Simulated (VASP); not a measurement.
# Ga (I4_1/amd) in VASP: a series of runs, part 2 of 2

VASP 6.6.1. Earlier steps stand in the parts before.

### 6 Single point, PBE (volume scaled by 0.88)

INCAR

```
PREC     = Accurate       # precision mode
ENCUT    = 520            # plane-wave cutoff, eV
EDIFF    = 1E-6           # SCF threshold, eV
ISMEAR   = -1             # smearing method
SIGMA    = 0.08           # smearing width, eV
LREAL    = False          # projectors in reciprocal space
LASPH    = True           # aspherical terms in the spheres
NELM     = 80             # most SCF steps
ALGO     = Normal         # electronic algorithm
ISIF     = 2              # what is computed and relaxed
LWAVE    = False          # write WAVECAR
LCHARG   = True           # write CHGCAR
GGA      = PE             # functional
LELF     = True           # ELF
LVHAR    = True         
NBANDS   = 20             # bands
```

KPOINTS

```
regular mesh
0
Gamma
  17 17 17
```

POSCAR

```
Ga
1.0
   -2.5430022162      2.5430022162      1.3366868450
    2.5430022162     -2.5430022162      1.3366868450
    2.5430022162      2.5430022162     -1.3366868450
Ga
2
Direct
   -0.3750000000     -0.1250000000     -0.2500000000
    0.3750000000      0.1250000000      0.2500000000
```

Potentials or basis: VASP PAW PBE potentials, release 64 (Ga_d).

Run with:

```
$ cat potpaw_PBE.64/Ga_d/POTCAR > POTCAR
$ mpirun -np 1 vasp_std > vasp.out
```

OUTCAR:

```text
PREC = Accurate
   ENCUT = 520
   EDIFF = 1E-6
   ISMEAR = -1
   LREAL = False
   LASPH = True
   NELM = 80
   ISIF = 2
   GGA = PE

 ion  position               nearest neighbor table
   1  0.625  0.875  0.750-   2 2.63   2 2.63   2 2.63   2 2.63
   2  0.375  0.125  0.250-   1 2.63   1 2.63   1 2.63   1 2.63

  LATTYP: Found a body centered tetragonal cell.
 ALAT       =     5.0860044324
 C/A-ratio  =     0.5256333779

  Lattice vectors:

 A1 = (  -2.5430022162,   2.5430022162,   1.3366868450)
 A2 = (   2.5430022162,  -2.5430022162,   1.3366868450)
 A3 = (   2.5430022162,   2.5430022162,  -1.3366868450)

Analysis of symmetry for initial positions (statically):
=====================================================================
 Subroutine PRICEL returns:
 Original cell was already a primitive cell.

 Routine SETGRP: Setting up the symmetry group for a
 body centered tetragonal supercell.

 Subroutine GETGRP returns: Found 16 space group operations
 (whereof  4 operations were pure point group operations)
 out of a pool of 16 trial point group operations.

The static configuration has the point symmetry C_2h.
 The point group associated with its full space group is D_4h.

Analysis of symmetry for dynamics (positions and initial velocities):
=====================================================================
 Subroutine PRICEL returns:
 Original cell was already a primitive cell.

 Routine SETGRP: Setting up the symmetry group for a
 body centered tetragonal supercell.

 Subroutine GETGRP returns: Found 16 space group operations
 (whereof  4 operations were pure point group operations)
 out of a pool of 16 trial point group operations.

The dynamic configuration has the point symmetry C_2h.
 The point group associated with its full space group is D_4h.

 Subroutine INISYM returns: Found 16 space group operations
 (whereof  4 operations are pure point group operations),
 and found     1 'primitive' translations

----------------------------------------------------------------------------------------

                                     Primitive cell

  volume of cell :      34.5767

  direct lattice vectors                    reciprocal lattice vectors
    -2.543002216  2.543002216  1.336686845     0.000000000  0.196617996  0.374059191
     2.543002216 -2.543002216  1.336686845     0.196617996  0.000000000  0.374059191
     2.543002216  2.543002216 -1.336686845     0.196617996  0.196617996  0.000000000

  length of vectors
     3.836724158  3.836724158  3.836724158     0.422585985  0.422585985  0.278059837

  position of ions in fractional coordinates (direct lattice)
     0.625000000  0.875000000  0.750000000
     0.375000000  0.125000000  0.250000000

  ion indices of the primitive-cell ions
   primitive index   ion index
                 1           1
                 2           2

----------------------------------------------------------------------------------------

 KPOINTS: regular mesh

Automatic generation of k-mesh.
 Grid dimensions read from file:
 generate k-points for:   17   17   17

 Generating k-lattice:

  Cartesian coordinates                     Fractional coordinates (reciprocal lattice)
     0.000000000  0.011565764  0.022003482     0.058823529  0.000000000  0.000000000
     0.011565764  0.000000000  0.022003482     0.000000000  0.058823529  0.000000000
     0.011565764  0.011565764  0.000000000     0.000000000  0.000000000  0.058823529

  Length of vectors
     0.024857999  0.024857999  0.016356461

  Shift w.r.t. Gamma in fractional coordinates (k-lattice)
     0.000000000  0.000000000  0.000000000

 Subroutine IBZKPT returns following result:
 ===========================================

 Found    405 irreducible k-points:

 Following reciprocal coordinates:
            Coordinates               Weight
  0.000000  0.000000  0.000000      1.000000
  0.058824 -0.000000  0.000000      8.000000
  0.117647 -0.000000  0.000000      8.000000
  0.176471  0.000000  0.000000      8.000000
  0.235294 -0.000000  0.000000      8.000000
  0.294118  0.000000  0.000000      8.000000
[... 16 lines left out ...]
 -0.176471  0.058824 -0.000000     16.000000
 -0.117647  0.058824  0.000000     16.000000
 [... further k-points ...]
   k-points           NKPTS =    405   k-points in BZ     NKDIM =    405   number of bands    NBANDS=     20
   number of dos      NEDOS =    301   number of ions     NIONS =      2
   total plane-waves  NPLWV =  27000
   dimension x,y,z NGX =    30 NGY =   30 NGZ =   30
   dimension x,y,z NGXF=    60 NGYF=   60 NGZF=   60
   ions per type =               2
   NGX,Y,Z   is equivalent  to a cutoff of  13.00, 13.00, 13.00 a.u.
   NGXF,Y,Z  is equivalent  to a cutoff of  26.00, 26.00, 26.00 a.u.
 SYSTEM =  unknown system
   PREC   = accura    normal or accurate (medium, high low for compatibility)
   ISTART =      0    job   : 0-new  1-cont  2-samecut
   ICHARG =      2    charge: 1-file 2-atom 10-const
   ISPIN  =      1    spin polarized calculation?
   LNONCOLLINEAR =      F non collinear calculations
   LSORBIT =      F    spin-orbit coupling
   LASPH  =      T    aspherical Exc in radial PAW
   ENCUT  =  520.0 eV  38.22 Ry    6.18 a.u.   7.13  7.13  7.13*2*pi/ulx,y,z
   NELM   =     80;   NELMIN=  2; NELMDL= -5     # of ELM steps
   EDIFF  = 0.1E-05   stopping-criterion for ELM
   LREAL  =      F    real-space projection
   EDIFFG = 0.1E-04   stopping-criterion for IOM
   NSW    =      0    number of steps for IOM
   IBRION =     -1    ionic relax: 0-MD 1-quasi-New 2-CG
   NFREE  =      0    steps in history (QN), initial steepest desc. (CG)
   ISIF   =      2    stress and relaxation
   ISYM   =      2    0-nonsym 1-usesym 2-fastsym
   POTIM  = 0.5000    time-step for ionic-motion
   TEBEG  =    0.0;   TEEND  =   0.0 temperature during run
   PSTRESS=    0.0 pullay stress
   NELECT =      26.0000    total number of electrons
   NUPDOWN=      -1.0000    fix difference up-down
   EMIN   =  10.00;   EMAX   =-10.00  energy-range for DOS
   EFERMI =   0.00;   METHOD = LEGACY
   ISMEAR =    -1;   SIGMA  =   0.08  broadening in eV -4-tet -1-fermi 0-gaus
   EFERMI_NEDOS =   21; number of points for ismear=-14 and -15
   IALGO  =     38    algorithm
   IMIX   =      4    mixing-type and parameters
     AMIX     =   0.40;   BMIX     =  1.00
     AMIX_MAG =   1.60;   BMIX_MAG =  1.00
  volume/ion in A,a.u.               =      17.29       116.67
  Fermi-wavevector in a.u.,A,eV,Ry     =   1.488692  2.813220 30.153290  2.216204
  Thomas-Fermi vector in A             =   2.601695
   LORBIT       =      0    0 simple, 1 ext, 2 COOP (PROOUT), +10 PAW based schemes
   GGA     = PE    functional components
   LHFCALC =     F    Hartree Fock is set to
   AEXX    =    0.0000 exact exchange contribution
   IVDW    =     0    specifies the selected vdW correction
   LEPSILON=     F    determine dielectric tensor
   LRPA    =     F    only Hartree local field effects (RPA)
 non-spin polarized calculation
  energy-cutoff  :      520.00
  volume of cell :       34.58
 maximum number of plane-waves:       953
 NGX is ok and might be reduce to    30
   NGX = 15   NGY = 15   NGZ = 15

 number of electron      26.0000019 magnetization

 Free energy of the ion-electron system (eV)
  ---------------------------------------------------
  ext. energy  EPLUGINS =         0.00000000
  ---------------------------------------------------
  free energy    TOTEN  =        -5.59525381 eV

  energy without entropy =       -5.57748349  energy(sigma->0) =       -5.58636865

 E-fermi :   6.1984     XC(G=0): -11.4123

 val. band max:        6.1780469730   @ k =  -0.4118   0.4706   0.1765
 cond. band min:       6.2008345058   @ k =  -0.4118   0.1765  -0.0000
 fundamental gap:      0.0227875328
 Fermi energy:         6.1983928737

 k-point     1 :       0.0000    0.0000    0.0000
  band No.  band energies     occupation
      1      -9.0463      2.00000
      2      -8.9503      2.00000
      3      -8.9478      2.00000
      4      -8.9266      2.00000
      5      -8.5595      2.00000
      6      -8.5595      2.00000
[... 12 lines left out ...]
     19      19.1188      0.00000
     20      20.0971      0.00000
[... 507 lines left out ...]
 k-point    24 :      -0.1176    0.0588    0.0000
  band No.  band energies     occupation
      1      -9.0355      2.00000
      2      -8.9365      2.00000
      3      -8.9342      2.00000
      4      -8.9108      2.00000
      5      -8.5777      2.00000
      6      -8.5730      2.00000
[... 12 lines left out ...]
     19      18.0983      0.00000
     20      20.6334      0.00000

 [... further k-points ...]

------------------------ aborting loop because EDIFF is reached ----------------------------------------

  FORCE on cell =-STRESS in cart. coord.  units (eV):
  Direction    XX          YY          ZZ          XY          YZ          ZX
  --------------------------------------------------------------------------------------
  -------------------------------------------------------------------------------------
  Total        1.8300340      1.8300340      1.8289978      0.0000000      0.0000000      0.0000000
  in kB       84.7981914     84.7981914     84.7501803      0.0000000      0.0000000      0.0000000
  external PRESSURE =      84.7821877 kB  Pullay stress =       0.0000000 kB

 VOLUME and BASIS-vectors are now :
 -----------------------------------------------------------------------------
  energy-cutoff  :      520.00
  volume of cell :       34.58
      direct lattice vectors                 reciprocal lattice vectors
    -2.543002216  2.543002216  1.336686845     0.000000000  0.196617996  0.374059191
     2.543002216 -2.543002216  1.336686845     0.196617996  0.000000000  0.374059191
     2.543002216  2.543002216 -1.336686845     0.196617996  0.196617996  0.000000000

 POSITION                                       TOTAL-FORCE (eV/Angst)
 -----------------------------------------------------------------------------------
      2.54300      1.27150      1.00252        -0.000000     -0.000000      0.000000
     -0.00000      1.27150      0.33417         0.000000      0.000000     -0.000000
 -----------------------------------------------------------------------------------
    total drift:                                0.000000     -0.000000      0.000000

  FREE ENERGIE OF THE ION-ELECTRON SYSTEM (eV)
  ---------------------------------------------------
  free  energy   TOTEN  =        -5.5952538080 eV

  energy  without entropy=       -5.5774834871  energy(sigma->0) =       -5.58636865
```

Run time: 1.9 min. Hardware: 1 thread of Intel Xeon 6975P-C (Granite Rapids), shared host; peak memory 0.33 GiB.

Results:

- Free energy: -5.5953 eV
- Pressure: 8.5 GPa
- Band gap on the k mesh: zero (band 13 reaches 9.20 eV, above the bottom of band 14 at 1.53 eV)

### 7 Summary

| task | cell | cutoff (eV) | gap on the mesh (eV) | pressure (GPa) |
| --- | --- | --- | --- | --- |
| relaxation of shape and atoms at fixed volume | relaxed from a = 3.339 Å, angles 97.0, 97.0, 139.2°, 2 atoms | 600 | none | 101.3 |
| single point | a = 3.523 Å, angles 96.9, 96.9, 139.3°, 2 atoms | 520 | none | 49.1 |
| single point | a = 3.686 Å, angles 97.0, 97.0, 139.2°, 2 atoms | 520 | none | 22.6 |
| single point | a = 3.837 Å, angles 97.0, 97.0, 139.2°, 2 atoms | 520 | none | 8.5 |

Alike in all rows: level PBE; potentials or basis VASP PAW PBE potentials, release 64 (Ga_d); no spin polarisation; k mesh 17 × 17 × 17; smearing fermi-dirac 0.08 eV.

Absolute energies hang on the potentials; compare differences alone.
